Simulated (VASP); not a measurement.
# Si2Ni (I4/mmm) in VASP: single point with PBEsol

Aim: the single point of Si2Ni with PBEsol.

Program: VASP 6.6.1. These are calculated values, not measurements. Logs are shortened: lines on timing, memory, paths and dates and some standing lists are left out, and cuts for length are marked.

## Step 1: The cell of the first run

The structure is tetragonal, space group I4/mmm (No. 139). The conventional cell has a = 3.868 Å, b = 3.868 Å, c = 5.275 Å, α = 90.00°, β = 90.00°, γ = 90.00°. Within 3.1 Å of Ni (site symmetry 4/mmm) lie 8 Si at 2.34 Å. Si (site symmetry -4m2) has 4 Ni at 2.34 Å and 6 Si at 2.64 to 2.73 Å within 3.1 Å.

## Step 2: Single point, PBEsol

Contents of INCAR:

```
SYSTEM = Si2Ni
PREC = Accurate
ENCUT = 520
EDIFF = 1E-6
ISMEAR = 1
SIGMA = 0.1
LREAL = .FALSE.
LASPH = .TRUE.
NELM = 80
ALGO = Normal
ISIF = 2
LWAVE = .FALSE.
LCHARG = .TRUE.
GGA = PS
LELF = .TRUE.
LVHAR = .TRUE.
NBANDS = 48
```

Contents of KPOINTS:

```
Automatic mesh
0
G
  10 10 10
  0 0 0
```

Contents of POSCAR:

```
Si2Ni
1.0
    5.4695550335      0.0000000000      0.0000000000
    0.0000000000      5.4695550335      0.0000000000
    0.0000000000      0.0000000000      5.2752492226
Ni Si
4 8
Direct
    0.0000000000      0.0000000000      0.0000000000
    0.0000000000      0.5000000000      0.5000000000
    0.5000000000      0.0000000000      0.5000000000
    0.5000000000      0.5000000000      0.0000000000
    0.2500000000      0.2500000000      0.2500000000
    0.7500000000      0.7500000000      0.7500000000
    0.2500000000      0.7500000000      0.7500000000
    0.7500000000      0.2500000000      0.2500000000
    0.7500000000      0.2500000000      0.7500000000
    0.2500000000      0.7500000000      0.2500000000
    0.7500000000      0.7500000000      0.2500000000
    0.2500000000      0.2500000000      0.7500000000
```

Potentials or basis: VASP PAW PBE potentials, release 64 (Ni, Si).

On the command line:

```sh
$ cat potpaw_PBE.64/Ni/POTCAR potpaw_PBE.64/Si/POTCAR > POTCAR
$ mpirun -np 1 vasp_std > vasp.out
```

OUTCAR:

```text
SYSTEM = Si2Ni
   PREC = Accurate
   ENCUT = 520
   EDIFF = 1E-6
   ISMEAR = 1
   LREAL = .FALSE.
   LASPH = .TRUE.
   NELM = 80
   ISIF = 2
   GGA = PS

 ion  position               nearest neighbor table
   1  0.000  0.000  0.000-   5 2.34   6 2.34   7 2.34   8 2.34   9 2.34  10 2.34  11 2.34  12 2.34

   2  0.000  0.500  0.500-   5 2.34   6 2.34   7 2.34   8 2.34   9 2.34  10 2.34  11 2.34  12 2.34

   3  0.500  0.000  0.500-   5 2.34   6 2.34   7 2.34   8 2.34   9 2.34  10 2.34  11 2.34  12 2.34
[... 5 lines left out ...]
   6  0.750  0.750  0.750-   1 2.34   2 2.34   3 2.34   4 2.34  11 2.64  11 2.64   7 2.73   9 2.73
                             9 2.73   7 2.73
   7  0.250  0.750  0.750-   1 2.34   2 2.34   3 2.34   4 2.34  10 2.64  10 2.64  12 2.73   6 2.73
                            12 2.73   6 2.73
   8  0.750  0.250  0.250-   1 2.34   2 2.34   3 2.34   4 2.34   9 2.64   9 2.64  11 2.73   5 2.73
                            11 2.73   5 2.73
   9  0.750  0.250  0.750-   1 2.34   2 2.34   3 2.34   4 2.34   8 2.64   8 2.64  12 2.73   6 2.73
                             6 2.73  12 2.73
  10  0.250  0.750  0.250-   1 2.34   2 2.34   3 2.34   4 2.34   7 2.64   7 2.64  11 2.73   5 2.73
                             5 2.73  11 2.73
  11  0.750  0.750  0.250-   1 2.34   2 2.34   3 2.34   4 2.34   6 2.64   6 2.64  10 2.73   8 2.73
                             8 2.73  10 2.73
  12  0.250  0.250  0.750-   1 2.34   2 2.34   3 2.34   4 2.34   5 2.64   5 2.64   9 2.73   7 2.73
                             7 2.73   9 2.73

  LATTYP: Found a simple tetragonal cell.
 ALAT       =     5.4695550335
 C/A-ratio  =     0.9644750241

  Lattice vectors:

 A1 = (   5.4695550335,   0.0000000000,   0.0000000000)
 A2 = (   0.0000000000,   5.4695550335,   0.0000000000)
 A3 = (   0.0000000000,   0.0000000000,   5.2752492226)

Analysis of symmetry for initial positions (statically):
=====================================================================
 Subroutine PRICEL returns following result:

  LATTYP: Found a body centered tetragonal cell.
 ALAT       =     3.8675594543
 C/A-ratio  =     1.3639736596

  Lattice vectors:

 A1 = (   2.7347775167,   0.0000000000,  -2.6376246113)
 A2 = (  -2.7347775167,   0.0000000000,  -2.6376246113)
 A3 = (   0.0000000000,   2.7347775167,   2.6376246113)

   4 primitive cells build up your supercell.

 Routine SETGRP: Setting up the symmetry group for a
 simple tetragonal supercell.
[... 141 lines left out ...]
   TEBEG  =    0.0;   TEEND  =   0.0 temperature during run
   PSTRESS=    0.0 pullay stress
   NELECT =      72.0000    total number of electrons
   NUPDOWN=      -1.0000    fix difference up-down
   EMIN   =  10.00;   EMAX   =-10.00  energy-range for DOS
   EFERMI =   0.00;   METHOD = LEGACY
   ISMEAR =     1;   SIGMA  =   0.10  broadening in eV -4-tet -1-fermi 0-gaus
   EFERMI_NEDOS =   21; number of points for ismear=-14 and -15
   IALGO  =     38    algorithm
   IMIX   =      4    mixing-type and parameters
     AMIX     =   0.40;   BMIX     =  1.00
     AMIX_MAG =   1.60;   BMIX_MAG =  1.00
  volume/ion in A,a.u.               =      13.15        88.75
  Fermi-wavevector in a.u.,A,eV,Ry     =   1.260289  2.381600 21.610505  1.588327
  Thomas-Fermi vector in A             =   2.393806
   LORBIT       =      0    0 simple, 1 ext, 2 COOP (PROOUT), +10 PAW based schemes
   GGA     = PS    functional components
   LHFCALC =     F    Hartree Fock is set to
   AEXX    =    0.0000 exact exchange contribution
   IVDW    =     0    specifies the selected vdW correction
   LEPSILON=     F    determine dielectric tensor
   LRPA    =     F    only Hartree local field effects (RPA)
 non-spin polarized calculation
 Methfessel and Paxton  Order N= 1 SIGMA  =   0.10
  energy-cutoff  :      520.00
  volume of cell :      157.81
 maximum number of plane-waves:      4300
 NGX is ok and might be reduce to    42
   NGX = 21   NGY = 21   NGZ = 19

 number of electron      72.0000003 magnetization

 Free energy of the ion-electron system (eV)
  ---------------------------------------------------
  ext. energy  EPLUGINS =         0.00000000
  ---------------------------------------------------
  free energy    TOTEN  =       -75.90309824 eV

  energy without entropy =      -75.90571734  energy(sigma->0) =      -75.90397127

 E-fermi :  10.3659     XC(G=0): -11.7039

 val. band max:       10.3554120814   @ k =   0.2000   0.0000   0.1000
 cond. band min:      10.3671719012   @ k =   0.3000   0.1000   0.1000
 fundamental gap:      0.0117598199
 Fermi energy:        10.3658999846

 k-point     1 :       0.0000    0.0000    0.0000
  band No.  band energies     occupation
      1      -3.4914      2.00000
      2       0.3529      2.00000
      3       0.3529      2.00000
      4       0.8844      2.00000
      5       2.2912      2.00000
      6       2.2912      2.00000
[... 1213 lines left out ...]
     47      14.4676      0.00000
     48      15.1681      0.00000

 [... further k-points ...]

------------------------ aborting loop because EDIFF is reached ----------------------------------------

  FORCE on cell =-STRESS in cart. coord.  units (eV):
  Direction    XX          YY          ZZ          XY          YZ          ZX
  --------------------------------------------------------------------------------------
  -------------------------------------------------------------------------------------
  Total       -1.6531593     -1.6531593      0.0470918      0.0000000     -0.0000000      0.0000000
  in kB      -16.7833372    -16.7833372      0.4780889      0.0000000     -0.0000000      0.0000000
  external PRESSURE =     -11.0295285 kB  Pullay stress =       0.0000000 kB

 VOLUME and BASIS-vectors are now :
 -----------------------------------------------------------------------------
  energy-cutoff  :      520.00
  volume of cell :      157.81
      direct lattice vectors                 reciprocal lattice vectors
     5.469555033  0.000000000  0.000000000     0.182830229  0.000000000  0.000000000
     0.000000000  5.469555033  0.000000000     0.000000000  0.182830229  0.000000000
     0.000000000  0.000000000  5.275249223     0.000000000  0.000000000  0.189564504

 POSITION                                       TOTAL-FORCE (eV/Angst)
 -----------------------------------------------------------------------------------
      0.00000      0.00000      0.00000         0.000000     -0.000000      0.000000
      0.00000      2.73478      2.63762         0.000000      0.000000     -0.000000
      2.73478      0.00000      2.63762         0.000000     -0.000000     -0.000000
      2.73478      2.73478      0.00000        -0.000000      0.000000     -0.000000
      1.36739      1.36739      1.31881         0.000000      0.000000     -0.000000
      4.10217      4.10217      3.95644         0.000000     -0.000000      0.000000
      1.36739      4.10217      3.95644        -0.000000     -0.000000     -0.000000
      4.10217      1.36739      1.31881         0.000000     -0.000000     -0.000000
      4.10217      1.36739      3.95644         0.000000     -0.000000     -0.000000
      1.36739      4.10217      1.31881        -0.000000     -0.000000     -0.000000
      4.10217      4.10217      1.31881         0.000000     -0.000000     -0.000000
      1.36739      1.36739      3.95644        -0.000000     -0.000000      0.000000
 -----------------------------------------------------------------------------------
    total drift:                                0.000000     -0.000000     -0.000000

  FREE ENERGIE OF THE ION-ELECTRON SYSTEM (eV)
  ---------------------------------------------------
  free  energy   TOTEN  =       -75.9030982367 eV

  energy  without entropy=      -75.9057173388  energy(sigma->0) =      -75.90397127
```

OSZICAR:

```text
N       E                     dE             d eps       ncg     rms          rms(c)
DAV:   1     0.473615618086E+03    0.47362E+03   -0.29716E+04 12096   0.157E+03
DAV:   2    -0.354399296460E+02   -0.50906E+03   -0.48804E+03 12136   0.360E+02
DAV:   3    -0.827031442082E+02   -0.47263E+02   -0.45104E+02 14016   0.122E+02
DAV:   4    -0.849146385856E+02   -0.22115E+01   -0.21871E+01 15096   0.244E+01
DAV:   5    -0.849944887663E+02   -0.79850E-01   -0.79784E-01 15896   0.459E+00    0.343E+01
DAV:   6    -0.104156389519E+03   -0.19162E+02   -0.27059E+02 15560   0.207E+02    0.521E+01
DAV:   7    -0.765793715010E+02    0.27577E+02   -0.71062E+01 14576   0.126E+02    0.112E+01
DAV:   8    -0.761503807791E+02    0.42899E+00   -0.18430E+01 18080   0.391E+01    0.624E+00
DAV:   9    -0.759112605529E+02    0.23912E+00   -0.19420E+00 16888   0.148E+01    0.153E+00
DAV:  10    -0.759081834038E+02    0.30771E-02   -0.42990E-02 15768   0.173E+00    0.851E-01
DAV:  11    -0.759030425957E+02    0.51408E-02   -0.94240E-03 14256   0.399E-01    0.197E-01
DAV:  12    -0.759031723798E+02   -0.12978E-03   -0.10980E-03 16312   0.326E-01    0.140E-01
DAV:  13    -0.759031035686E+02    0.68811E-04   -0.60452E-04 16552   0.349E-01    0.417E-02
DAV:  14    -0.759030979710E+02    0.55976E-05   -0.82528E-05 16144   0.106E-01    0.521E-03
DAV:  15    -0.759030982367E+02   -0.26573E-06   -0.19681E-06 10608   0.811E-03
   1 F= -.75903098E+02 E0= -.75903971E+02  d E =0.261910E-02
```

stdout:

```text
POSCAR found type information on POSCAR NiSi
 POSCAR found :  2 types and      12 ions
 scaLAPACK will be used
 -----------------------------------------------------------------------------
|                                                                             |
|                                                                             |
|     You enforced a specific xc type in the INCAR file but a different       |
|     I HOPE YOU KNOW WHAT YOU ARE DOING!                                     |
|                                                                             |
 -----------------------------------------------------------------------------

 LDA part: xc-table for (Slater+PW92), standard interpolation
 POSCAR, INCAR and KPOINTS ok, starting setup
 FFT: planning ... GRIDC
 FFT: planning ... GRID_SOFT
 FFT: planning ... GRID
 WAVECAR not read
 entering main loop
```

It took 22 min on 1 thread of Intel Xeon Platinum 8259CL at 2.50GHz (Skylake/Cascade Lake), shared host; peak memory 0.74 GiB.

Results:

```yaml
Free_energy: -75.9031 eV
Pressure: -1.1 GPa
Band_gap_on_the_k_mesh: zero (bands 36 and 37 overlap by 0.97 eV)
```

Levels at points of the mesh, in eV from the Fermi level:
```
           k point  band 34  band 35  band 36  band 37  band 38  band 39
(0.00, 0.00, 0.00)    -0.56    -0.33    -0.33    -0.24     1.21     1.42
(0.50, 0.00, 0.00)    -1.83    -1.61    -1.61    -0.32    -0.32     1.93
(0.50, 0.50, 0.00)    -1.26    -1.26    -1.26     0.78     0.78     0.78
(0.00, 0.00, 0.50)    -1.84    -1.38    -1.38    -0.53    -0.53     1.88
(0.50, 0.00, 0.50)    -1.08    -1.08    -1.08     1.16     1.16     1.16
(0.50, 0.50, 0.50)    -1.32    -1.32    -1.32     1.77     1.77     1.77
```

Caveat: the PAW data sets were made with another functional, which shifts forces and pressure a little.
